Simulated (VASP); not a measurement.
Wanted: the native input for a VASP 6.6.1 run.

- Task: single point
- Functional: LDA
- Potentials or basis: VASP PAW LDA potentials, release 64 (Zr_sv, Hg)
- Cutoff: 520 eV
- k mesh: 14 × 14 × 10
- Occupations: fermi-dirac, width 0.15 eV
- Spin: no spin polarisation
- Dipole correction: no
- Further INCAR settings: ALGO = Fast; EDIFF = 1e-06; NBANDS = 19

The structure of ZrHg lies in POSCAR:

```
ZrHg
1.0
    3.0557039783      0.0000000000      0.0000000000
    0.0000000000      3.0557039783      0.0000000000
    0.0000000000      0.0000000000      4.1797167465
Zr Hg
1 1
Direct
    0.5000000000      0.5000000000      0.5000000000
    0.0000000000      0.0000000000      0.0000000000
```

These files were run (other wordings do the same):

INCAR

```
SYSTEM = ZrHg
PREC     = Accurate       ! precision mode
ENCUT    = 520            ! plane-wave cutoff, eV
EDIFF    = 1E-6           ! SCF threshold, eV
ISMEAR   = -1             ! smearing method
SIGMA    = 0.15           ! smearing width, eV
LREAL    = .False.        ! projectors in reciprocal space
LASPH    = .True.         ! aspherical terms in the spheres
NELM     = 100            ! most SCF steps
ALGO     = Fast           ! electronic algorithm
ISIF     = 2              ! what is computed and relaxed
LWAVE    = .False.        ! write WAVECAR
LCHARG   = .False.        ! write CHGCAR
NBANDS   = 19             ! bands
```

KPOINTS

```
regular mesh
0
Gamma
  14 14 10
  0 0 0
```

Potentials or basis: VASP PAW LDA potentials, release 64 (Zr_sv, Hg).

Command:

```sh
$ cat potpaw_LDA.64/Zr_sv/POTCAR potpaw_LDA.64/Hg/POTCAR > POTCAR
$ mpirun -np 1 vasp_std > vasp.out
```

It gave:

```yaml
Pressure: 3.9 GPa
Band_gap_on_the_k_mesh: zero (band 12 reaches 8.53 eV, above the bottom of band 13 at 6.97 eV)
```

Caveat: spin-orbit coupling is left out, which moves the levels of the heavy elements.

It took 2.2 min on 1 thread of AMD EPYC 7R43 64-Core Processor (Zen 3), with other jobs on the host, peak memory 0.23 GiB.
